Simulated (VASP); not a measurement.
# Bi: single point with r2SCAN

Bi:

```
Bi
1.0
     3.42714    0.00000    0.00000
    -1.71357    2.96799    0.00000
     0.00000    0.00000    5.63861
Bi
2
Direct
  0.33333 0.66667 0.25000
  0.66667 0.33333 0.75000
```

This cell differs from its parent crystal: volume scaled by 0.92.

```yaml
Program: VASP 6.6.1
Task: single point
Functional: r2SCAN
Potentials_or_basis: VASP PAW PBE potentials, release 64 (Bi_d)
Cutoff: 520 eV
k_mesh: 12 × 12 × 6
Occupations: fermi-dirac, width 0.1 eV
Spin: no spin polarisation
```

* Pressure: 5.5 GPa
* Band gap on the k mesh: zero (band 15 reaches 13.81 eV, above the bottom of band 16 at 5.74 eV)

Stress tensor (GPa, compression positive):
```
5.27 0.00 0.00
0.00 5.27 0.00
0.00 0.00 5.95
```

Levels at points of the mesh, in eV from the Fermi level:
| k point | band 13 | band 14 | band 15 | band 16 | band 17 | band 18 |
| --- | --- | --- | --- | --- | --- | --- |
| (0.00, 0.00, 0.00) | -6.11 | 3.94 | 3.94 | 5.74 | 5.77 | 5.77 |
| (0.50, 0.00, 0.00) | -5.00 | -3.50 | -2.33 | 0.20 | 0.40 | 3.87 |
| (0.00, 0.00, 0.50) | -1.19 | -1.19 | 4.80 | 4.80 | 4.80 | 4.80 |
| (0.50, 0.00, 0.50) | -5.60 | -5.60 | 1.70 | 1.70 | 1.76 | 1.76 |

It took 4.8 min on 1 thread of Intel Xeon 6975P-C, on a shared host, peak memory 0.23 GiB.

Caveat: the PAW data sets were made with another functional, which shifts forces and pressure a little; spin-orbit coupling is left out, which moves the levels of the heavy elements.
